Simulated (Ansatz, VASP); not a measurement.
## Mo in VASP and in Ansatz

Contents of INCAR:

```
SYSTEM = Mo
PREC = Accurate ; ENCUT = 520
EDIFF = 1E-6 ; ISMEAR = -1
SIGMA = 0.1 ; LREAL = .FALSE.
LASPH = .TRUE. ; NELM = 100
ALGO = Normal ; ISIF = 2
LWAVE = .FALSE. ; LCHARG = .TRUE.
LDIPOL = .TRUE. ; IDIPOL = 3
DIPOL = 0.5 0.5 0.500 ; GGA = PE
LELF = .TRUE. ; LVHAR = .TRUE.
LVACPOTAV = .TRUE. ; NBANDS = 36
```

File KPOINTS:

```
regular mesh
0
G
  13 13 1
  0 0 0
```

File POSCAR:

```
Mo
1.0
    2.7373676609      0.0000000000      0.0000000000
   -0.9124558870      2.5808149808      0.0000000000
    0.0000000000      0.0000000000     22.7052000000
Mo
4
Direct
    0.2500000000      0.2500000000      0.3523432076
    0.7500000000      0.7500000000      0.4507810688
    0.2500000000      0.2500000000      0.5492189306
    0.7500000000      0.7500000000      0.6476567924
```

Input for Ansatz:

```yaml
crystal:
  lattice:
    - [2.7373676609, 0.0, 0.0]
    - [-0.912455887, 2.5808149808, 0.0]
    - [0.0, 0.0, 22.7052]
  atoms:
    - { symbol: Mo, position: [0.25, 0.25, 0.3523432076] }
    - { symbol: Mo, position: [0.75, 0.75, 0.4507810688] }
    - { symbol: Mo, position: [0.25, 0.25, 0.5492189306] }
    - { symbol: Mo, position: [0.75, 0.75, 0.6476567924] }
kpoints:
  mp_grid: { grid: [13, 13, 1] }
scf:
  occupations: { method: fermi_dirac, width: 0.1 }
hamiltonian:
  xc: pbe
  pseudopotentials: { kind: paw }
output:
  forces: true
  stress: true
  eigenvalues: true
  populations: true
efield:
  axis: 3
  amplitude: 0
  dipole_correction: true
```

Alike in both runs: task single point; functional PBE; k mesh 13 × 13 × 1; occupations fermi-dirac, width 0.1 eV; no spin polarisation.

|  | VASP | Ansatz |
| --- | --- | --- |
| version | VASP 6.6.1 | Ansatz 0.2.0 |
| potentials or method | VASP PAW PBE potentials, release 64 (Mo_sv) | PAW with Ansatz's default frozen-core files, scalar-relativistic |
| plane-wave cutoff (eV) | 520 | 420 |
| valence electrons in the cell | 56 | 56 |

```tsv
	VASP	Ansatz	Ansatz less VASP
rms of the force components (eV/Å)	0.334	0.339	+0.0048
```

Atom by atom the forces differ by 0.008 eV/Å (rms over components). With one functional, cell and mesh, what is left measures potentials, basis and numerics.
